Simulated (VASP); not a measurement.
# NiO2 (Cmcm) in VASP: notebook

NiO2 is run at these levels: PBEsol; tasks: single point.

All numbers are computed with VASP 6.6.1; they aren't measurements. Logs are shortened: lines on timing, memory, paths and dates and some standing lists are left out, and cuts for length are marked.

**1. The cell of the first run**

Symmetry: Cmcm, No. 63, orthorhombic system. Conventional cell: a = 2.783 Å, b = 4.845 Å, c = 10.843 Å, α = 90.00°, β = 90.00°, γ = 90.00°. Ni (site symmetry 2/m) has 6 O at 1.86 to 1.87 Å within 2.5 Å. Within 2.5 Å of O (site symmetry m) lie 3 Ni at 1.86 to 1.87 Å and 3 O at 2.46 to 2.47 Å.

**2. Single point, PBEsol (strain +0.0050 x Voigt [0, 1, 0, 0, 0, 0])**

The input, INCAR:

```
SYSTEM = NiO2
PREC = Accurate
ENCUT = 700
EDIFF = 1E-6
ISMEAR = 0
SIGMA = 0.05
LREAL = .FALSE.
LASPH = .TRUE.
NELM = 120
ALGO = Normal
ISIF = 2
LWAVE = .FALSE.
LCHARG = .TRUE.
GGA = PS
LELF = .TRUE.
LVHAR = .TRUE.
NBANDS = 39
GGA_COMPAT = .FALSE.
```

The input, KPOINTS:

```
regular mesh
0
G
  12 12 4
  0 0 0
```

The input, POSCAR:

```
NiO2
1.0
    2.7833395248      0.0000000000      0.0000000000
   -1.3916697624      2.4224949495      0.0000000000
    0.0000000000      0.0000000000     10.8430490062
Ni O
2 4
Direct
    0.0000000000      0.0000000000      0.0000000000
    0.0000000000      0.0000000000      0.5000000000
    0.6666666667      0.3333333333      0.0860929541
    0.6666666667      0.3333333333      0.4139070459
    0.3333333333      0.6666666667      0.9139070459
    0.3333333333      0.6666666667      0.5860929541
```

Potentials or basis: VASP PAW PBE potentials, release 64 (Ni_sv_GW, O).

Command:

```console
$ cat potpaw_PBE.64/Ni_sv_GW/POTCAR potpaw_PBE.64/O/POTCAR > POTCAR
$ mpirun -np 1 vasp_std > vasp.out
```

OUTCAR:

```text
SYSTEM = NiO2
   PREC = Accurate
   ENCUT = 700
   EDIFF = 1E-6
   ISMEAR = 0
   LREAL = .FALSE.
   LASPH = .TRUE.
   NELM = 120
   ISIF = 2
   GGA = PS

 ion  position               nearest neighbor table
   1  0.000  0.000  0.000-   3 1.86   5 1.86   3 1.86   5 1.86   3 1.87   5 1.87
   2  0.000  0.000  0.500-   4 1.86   6 1.86   4 1.86   6 1.86   4 1.87   6 1.87
   3  0.667  0.333  0.086-   1 1.86   1 1.86   1 1.87
   4  0.667  0.333  0.414-   2 1.86   2 1.86   2 1.87
   5  0.333  0.667  0.914-   1 1.86   1 1.86   1 1.87
   6  0.333  0.667  0.586-   2 1.86   2 1.86   2 1.87

  LATTYP: Found a base centered orthorhombic cell.
 ALAT       =     2.7833395248
 B/A-ratio  =     1.7407110616
 C/A-ratio  =     3.8956975639

  Lattice vectors:

 A1 = (   1.3916697624,  -2.4224949495,   0.0000000000)
 A2 = (   1.3916697624,   2.4224949495,   0.0000000000)
 A3 = (   0.0000000000,   0.0000000000,  10.8430490062)

Analysis of symmetry for initial positions (statically):
=====================================================================
 Subroutine PRICEL returns:
 Original cell was already a primitive cell.

 Routine SETGRP: Setting up the symmetry group for a
 base centered orthorhombic supercell.

 Subroutine GETGRP returns: Found  8 space group operations
 (whereof  4 operations were pure point group operations)
 out of a pool of  8 trial point group operations.

The static configuration has the point symmetry C_2h.
 The point group associated with its full space group is D_2h.

Analysis of symmetry for dynamics (positions and initial velocities):
=====================================================================
 Subroutine PRICEL returns:
 Original cell was already a primitive cell.

 Routine SETGRP: Setting up the symmetry group for a
 base centered orthorhombic supercell.

 Subroutine GETGRP returns: Found  8 space group operations
 (whereof  4 operations were pure point group operations)
 out of a pool of  8 trial point group operations.

The dynamic configuration has the point symmetry C_2h.
 The point group associated with its full space group is D_2h.

 Subroutine INISYM returns: Found  8 space group operations
 (whereof  4 operations are pure point group operations),
 and found     1 'primitive' translations

----------------------------------------------------------------------------------------

                                     Primitive cell

  volume of cell :      73.1106

  direct lattice vectors                    reciprocal lattice vectors
     2.783339525  0.000000000  0.000000000     0.359280638  0.206398779  0.000000000
    -1.391669762  2.422494949  0.000000000     0.000000000  0.412797558  0.000000000
     0.000000000  0.000000000 10.843049006     0.000000000  0.000000000  0.092224982

  length of vectors
     2.783339525  2.793783547 10.843049006     0.414346513  0.412797558  0.092224982

  position of ions in fractional coordinates (direct lattice)
     0.000000000  0.000000000  0.000000000
     0.000000000  0.000000000  0.500000000
     0.666666667  0.333333333  0.086092954
     0.666666667  0.333333333  0.413907046
     0.333333333  0.666666667  0.913907046
     0.333333333  0.666666667  0.586092954

  ion indices of the primitive-cell ions
   primitive index   ion index
                 1           1
                 2           2
                 3           3
                 4           4
                 5           5
                 6           6

----------------------------------------------------------------------------------------

 KPOINTS: regular mesh

Automatic generation of k-mesh.
 Grid dimensions read from file:
 generate k-points for:   12   12    4

 Generating k-lattice:

  Cartesian coordinates                     Fractional coordinates (reciprocal lattice)
     0.029940053  0.017199898  0.000000000     0.083333333 -0.000000000  0.000000000
     0.000000000  0.034399797  0.000000000     0.000000000  0.083333333  0.000000000
     0.000000000  0.000000000  0.023056246     0.000000000  0.000000000  0.250000000

  Length of vectors
     0.034528876  0.034399797  0.023056246

  Shift w.r.t. Gamma in fractional coordinates (k-lattice)
     0.000000000  0.000000000  0.000000000

 Subroutine IBZKPT returns following result:
 ===========================================

 Found    129 irreducible k-points:

 Following reciprocal coordinates:
            Coordinates               Weight
  0.000000  0.000000  0.000000      1.000000
  0.083333  0.000000  0.000000      4.000000
  0.166667  0.000000  0.000000      4.000000
  0.250000  0.000000  0.000000      4.000000
  0.333333  0.000000  0.000000      4.000000
  0.416667  0.000000  0.000000      4.000000
[... 16 lines left out ...]
  0.333333  0.166667  0.000000      4.000000
  0.416667  0.166667  0.000000      4.000000
 [... further k-points ...]
   k-points           NKPTS =    129   k-points in BZ     NKDIM =    129   number of bands    NBANDS=     39
   number of dos      NEDOS =    301   number of ions     NIONS =      6
   total plane-waves  NPLWV =  55296
   dimension x,y,z NGX =    24 NGY =   24 NGZ =   96
   dimension x,y,z NGXF=    48 NGYF=   48 NGZF=  192
   ions per type =               2   4
   NGX,Y,Z   is equivalent  to a cutoff of  14.33, 14.28, 14.72 a.u.
   NGXF,Y,Z  is equivalent  to a cutoff of  28.67, 28.56, 29.44 a.u.
 SYSTEM =  NiO2
   PREC   = accura    normal or accurate (medium, high low for compatibility)
   ISTART =      0    job   : 0-new  1-cont  2-samecut
   ICHARG =      2    charge: 1-file 2-atom 10-const
   ISPIN  =      1    spin polarized calculation?
   LNONCOLLINEAR =      F non collinear calculations
   LSORBIT =      F    spin-orbit coupling
   LASPH  =      T    aspherical Exc in radial PAW
   ENCUT  =  700.0 eV  51.45 Ry    7.17 a.u.   6.00  6.03 23.39*2*pi/ulx,y,z
   NELM   =    120;   NELMIN=  2; NELMDL= -5     # of ELM steps
   EDIFF  = 0.1E-05   stopping-criterion for ELM
   LREAL  =      F    real-space projection
[... 7 lines left out ...]
   TEBEG  =    0.0;   TEEND  =   0.0 temperature during run
   PSTRESS=    0.0 pullay stress
   NELECT =      60.0000    total number of electrons
   NUPDOWN=      -1.0000    fix difference up-down
   EMIN   =  10.00;   EMAX   =-10.00  energy-range for DOS
   EFERMI =   0.00;   METHOD = LEGACY
   ISMEAR =     0;   SIGMA  =   0.05  broadening in eV -4-tet -1-fermi 0-gaus
   EFERMI_NEDOS =   21; number of points for ismear=-14 and -15
   IALGO  =     38    algorithm
   IMIX   =      4    mixing-type and parameters
     AMIX     =   0.40;   BMIX     =  1.00
     AMIX_MAG =   1.60;   BMIX_MAG =  1.00
  volume/ion in A,a.u.               =      12.19        82.23
  Fermi-wavevector in a.u.,A,eV,Ry     =   1.532728  2.896436 31.963556  2.349255
  Thomas-Fermi vector in A             =   2.639894
   LORBIT       =      0    0 simple, 1 ext, 2 COOP (PROOUT), +10 PAW based schemes
   GGA     = PS    functional components
   LHFCALC =     F    Hartree Fock is set to
   AEXX    =    0.0000 exact exchange contribution
   IVDW    =     0    specifies the selected vdW correction
   LEPSILON=     F    determine dielectric tensor
   LRPA    =     F    only Hartree local field effects (RPA)
 non-spin polarized calculation
 Gauss-broadening in eV      SIGMA  =   0.05
  energy-cutoff  :      700.00
  volume of cell :       73.11
 maximum number of plane-waves:      3119
   NGX = 13   NGY = 13   NGZ = 47

 number of electron      60.0000045 magnetization

 Free energy of the ion-electron system (eV)
  ---------------------------------------------------
  ext. energy  EPLUGINS =         0.00000000
  ---------------------------------------------------
  free energy    TOTEN  =       -39.56726075 eV

  energy without entropy =      -39.56726075  energy(sigma->0) =      -39.56726075

 E-fermi :   0.9279     XC(G=0):  -9.9299

 val. band max:        0.6285787090   @ k =  -0.1667   0.0833   0.0000
 cond. band min:       1.7556464224   @ k =   0.0000   0.2500   0.0000
 fundamental gap:      1.1270677134
 Fermi energy:         0.9278988852

 k-point     1 :       0.0000    0.0000    0.0000
  band No.  band energies     occupation
      1    -103.2423      2.00000
      2    -103.2419      2.00000
      3     -63.8228      2.00000
      4     -63.8227      2.00000
      5     -63.8222      2.00000
      6     -63.8220      2.00000
[... 31 lines left out ...]
     38      11.5666      0.00000
     39      12.7448      0.00000

 k-point     2 :       0.0833    0.0000    0.0000
  band No.  band energies     occupation
      1    -103.2418      2.00000
      2    -103.2418      2.00000
      3     -63.8260      2.00000
      4     -63.8260      2.00000
      5     -63.8235      2.00000
      6     -63.8235      2.00000
[... 31 lines left out ...]
     38      11.8995      0.00000
     39      13.0883      0.00000

 k-point     3 :       0.1667    0.0000    0.0000
  band No.  band energies     occupation
      1    -103.2410      2.00000
      2    -103.2410      2.00000
      3     -63.8361      2.00000
      4     -63.8360      2.00000
      5     -63.8260      2.00000
      6     -63.8260      2.00000
[... 31 lines left out ...]
     38      12.7240      0.00000
     39      13.6531      0.00000

 k-point     4 :       0.2500    0.0000    0.0000
  band No.  band energies     occupation
      1    -103.2398      2.00000
      2    -103.2398      2.00000
      3     -63.8497      2.00000
      4     -63.8497      2.00000
      5     -63.8293      2.00000
      6     -63.8293      2.00000
[... 31 lines left out ...]
     38      13.6443      0.00000
     39      14.0593      0.00000
[... 754 lines left out ...]
     38      14.7053      0.00000
     39      15.0242      0.00000

 k-point    23 :       0.3333    0.1667    0.0000
  band No.  band energies     occupation
      1    -103.2375      2.00000
      2    -103.2374      2.00000
      3     -63.8698      2.00000
      4     -63.8697      2.00000
      5     -63.8429      2.00000
      6     -63.8429      2.00000
[... 31 lines left out ...]
     38      14.4586      0.00000
     39      15.0954      0.00000

 k-point    24 :       0.4167    0.1667    0.0000
  band No.  band energies     occupation
      1    -103.2372      2.00000
      2    -103.2371      2.00000
      3     -63.8724      2.00000
      4     -63.8724      2.00000
      5     -63.8443      2.00000
      6     -63.8443      2.00000
[... 31 lines left out ...]
     38      14.2667      0.00000
     39      14.6105      0.00000

 [... further k-points ...]
[... 5 lines left out ...]
  --------------------------------------------------------------------------------------
  -------------------------------------------------------------------------------------
  Total       -0.1691512     -0.7235444     -0.3743161      0.0000000      0.0000000      0.0000000
  in kB       -3.7068520    -15.8560591     -8.2029234      0.0000000      0.0000000      0.0000000
  external PRESSURE =      -9.2552782 kB  Pullay stress =       0.0000000 kB

 VOLUME and BASIS-vectors are now :
 -----------------------------------------------------------------------------
  energy-cutoff  :      700.00
  volume of cell :       73.11
      direct lattice vectors                 reciprocal lattice vectors
     2.783339525  0.000000000  0.000000000     0.359280638  0.206398779  0.000000000
    -1.391669762  2.422494949  0.000000000     0.000000000  0.412797558  0.000000000
     0.000000000  0.000000000 10.843049006     0.000000000  0.000000000  0.092224982

 POSITION                                       TOTAL-FORCE (eV/Angst)
 -----------------------------------------------------------------------------------
      0.00000      0.00000      0.00000         0.000000      0.000000      0.000000
      0.00000      0.00000      5.42152         0.000000      0.000000      0.000000
      1.39167      0.80750      0.93351        -0.000000      0.025158     -0.020815
      1.39167      0.80750      4.48801        -0.000000      0.025158      0.020815
     -0.00000      1.61500      9.90954         0.000000     -0.025158      0.020815
     -0.00000      1.61500      6.35503         0.000000     -0.025158     -0.020815
 -----------------------------------------------------------------------------------
    total drift:                               -0.000000      0.000000      0.000000

  FREE ENERGIE OF THE ION-ELECTRON SYSTEM (eV)
  ---------------------------------------------------
  free  energy   TOTEN  =       -39.5672607510 eV

  energy  without entropy=      -39.5672607510  energy(sigma->0) =      -39.56726075
```

Wall time 7.4 min (1 thread of AMD EPYC 9R45 (Zen 5), shared host); peak memory 0.58 GiB.

Results:

* Free energy: -39.5673 eV
* Pressure: -0.9 GPa
* Largest force: 0.033 eV/Å
* Band gap on the k mesh: 1.13 eV (least direct gap 1.37 eV)

Forces in eV/Å, atoms in the order of the input:
```
Ni   0.000  0.000  0.000
Ni   0.000  0.000  0.000
O    0.000  0.025 -0.021
O    0.000  0.025  0.021
O    0.000 -0.025  0.021
O    0.000 -0.025 -0.021
```

Stress tensor (GPa, compression positive):
```
-0.37  0.00  0.00
 0.00 -1.59  0.00
 0.00  0.00 -0.82
```

Caveat: the cell differs from its parent crystal (strain +0.0050 x Voigt [0, 1, 0, 0, 0, 0]); the PAW data sets were made with another functional, which shifts forces and pressure a little; the run has no spin polarisation, though such a crystal can be magnetic.

**3. Single point, PBEsol (strain -0.0150 x Voigt [0, 1, 0, 0, 0, 0])**

The input, INCAR:

```
  ALGO = Normal
  EDIFF = 1E-6
  ENCUT = 700
  GGA = PS
  GGA_COMPAT = False
  ISIF = 2
  ISMEAR = 0
  LASPH = True
  LCHARG = False
  LREAL = False
  LWAVE = False
  NBANDS = 39
  NELM = 120
  PREC = Accurate
  SIGMA = 0.05
```

The input, KPOINTS:

```
k-points
0
Gamma
  12 12 4
```

Changes to POSCAR since step 2:

```diff
@@ -3,3 +3,3 @@
     2.7833395248      0.0000000000      0.0000000000
-   -1.3916697624      2.4224949495      0.0000000000
+   -1.3916697624      2.3742860948      0.0000000000
     0.0000000000      0.0000000000     10.8430490062
```

Potentials or basis: VASP PAW PBE potentials, release 64 (Ni_sv_GW, O).

Command:

```console
$ cat potpaw_PBE.64/Ni_sv_GW/POTCAR potpaw_PBE.64/O/POTCAR > POTCAR
$ mpirun -np 1 vasp_std > vasp.out
```

It took 15 min on 1 thread of Intel Xeon 6975P-C (Granite Rapids), shared host; peak memory 0.6 GiB.

It converged, with:

```yaml
Free_energy: -39.5409 eV
Pressure: 3.1 GPa
Largest_force: 0.259 eV/Å
Band_gap_on_the_k_mesh: 1.17 eV (least direct gap 1.42 eV)
```

Forces on the atoms (eV/Å):
```
Ni   0.000  0.000  0.000
Ni   0.000  0.000  0.000
O    0.000 -0.094  0.241
O    0.000 -0.094 -0.241
O    0.000  0.094 -0.241
O    0.000  0.094  0.241
```

Stress tensor (GPa, compression positive):
```
2.10 0.00 0.00
0.00 6.06 0.00
0.00 0.00 1.27
```

Levels at points of the mesh, in eV from the valence-band top:
| k point | band 27 | band 28 | band 29 | band 30 | band 31 | band 32 | band 33 | band 34 |
| --- | --- | --- | --- | --- | --- | --- | --- | --- |
| (0.00, 0.00, 0.00) | -1.05 | -1.04 | -0.22 | -0.08 | 2.41 | 2.42 | 2.46 | 2.47 |
| (0.50, 0.00, 0.00) | -1.64 | -1.63 | -1.02 | -0.99 | 1.69 | 1.81 | 2.33 | 2.34 |
| (0.00, 0.50, 0.00) | -1.66 | -1.65 | -0.97 | -0.94 | 1.76 | 1.87 | 2.28 | 2.29 |
| (0.00, 0.00, 0.50) | -1.05 | -1.05 | -0.14 | -0.14 | 2.41 | 2.41 | 2.46 | 2.46 |
| (0.50, 0.00, 0.50) | -1.63 | -1.63 | -1.01 | -1.01 | 1.75 | 1.75 | 2.34 | 2.34 |
| (0.00, 0.50, 0.50) | -1.65 | -1.65 | -0.95 | -0.95 | 1.81 | 1.81 | 2.29 | 2.29 |

Caveat: the cell differs from its parent crystal (strain -0.0150 x Voigt [0, 1, 0, 0, 0, 0]); the cell stands under pressure; the PAW data sets were made with another functional, which shifts forces and pressure a little; the run has no spin polarisation, though such a crystal can be magnetic. A k mesh can miss the band edges.
